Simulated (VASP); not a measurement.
Runs of VASP 6.6.1 on Pd. The structure is that of space group Fm-3m (No. 225), or close to it. The cells are those of the table. 

```tsv
task	cell	cutoff (eV)	gap on the mesh (eV)	pressure (GPa)	relaxed volume (Å³/atom)
relaxation of cell and atoms	relaxed from a = 2.788 Å, angles 60.0°, 1 atom	600	none	0.0	15.29
single point	a = 2.787 Å, angles 60.0°, 1 atom	520	none	-0.2	-
relaxation of cell and atoms	relaxed from a = 2.791 Å, angles 60.0°, 1 atom	600	none	0.0	15.29
single point	a = 2.788 Å, angles 60.0°, 1 atom	520	none	(a)	-
```

Alike in all rows: level PBE; potentials or basis VASP PAW PBE potentials, release 64 (Pd); no spin polarisation; k mesh 18 × 18 × 18; smearing fermi-dirac 0.05 eV.

Problem. Estimate the missing entries.

Solution. (a) -0.3.

A k mesh can miss the band edges, and the runs leave out spin-orbit coupling on Pd.

A gap of «none» marks levels without a gap at the run's occupations.
